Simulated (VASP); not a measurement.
Write the native input for VASP 6.6.1 that does the following.

- Task: single point
- Functional: PBEsol
- Potentials or basis: VASP PAW PBE potentials, release 64 (Te, Cd)
- Cutoff: 500 eV
- k mesh: 6 × 6 × 6
- Occupations: fermi-dirac, width 0.05 eV
- Spin: no spin polarisation
- Dipole correction: no
- Further INCAR settings: ALGO = Normal; EDIFF = 1e-06; NBANDS = 16

The structure of CdTe lies in POSCAR:

```
CdTe
1.0
    0.0000000000      3.2050000000      3.1409000000
    3.2050000000      0.0000000000      3.1409000000
    3.2050000000      3.2050000000      0.0000000000
Te Cd
1 1
Direct
    0.7500000000      0.7500000000      0.7500000000
    0.0000000000      0.0000000000      0.0000000000
```

One way to write it, as run:

INCAR

```
ALGO     = Normal         # electronic algorithm
EDIFF    = 1E-6           # SCF threshold, eV
ENCUT    = 500            # plane-wave cutoff, eV
GGA      = PS             # functional
GGA_COMPAT= F            
ISIF     = 2              # what is computed and relaxed
ISMEAR   = -1             # smearing method
LASPH    = T              # aspherical terms in the spheres
LCHARG   = F              # write CHGCAR
LREAL    = F              # projectors in reciprocal space
LWAVE    = F              # write WAVECAR
NBANDS   = 16             # bands
NELM     = 120            # most SCF steps
PREC     = Accurate       # precision mode
SIGMA    = 0.05           # smearing width, eV
```

KPOINTS

```
k-points
0
Gamma
  6 6 6
```

Potentials or basis: VASP PAW PBE potentials, release 64 (Te, Cd).

Launch:

```sh
$ cat potpaw_PBE.64/Te/POTCAR potpaw_PBE.64/Cd/POTCAR > POTCAR
$ mpirun -np 1 vasp_std > vasp.out
```

Results of the run:

```json
{
  "Pressure": "2.9 GPa",
  "Band gap on the k mesh": "0.77 eV, direct"
}
```

Caveat: the PAW data sets were made with another functional, which shifts forces and pressure a little; spin-orbit coupling is left out, which moves the levels of the heavy elements.

Run time: 22 s on 1 thread of Intel(R) Xeon(R) 6975P-C (Granite Rapids), with other jobs on the host, peak memory 0.2 GiB.
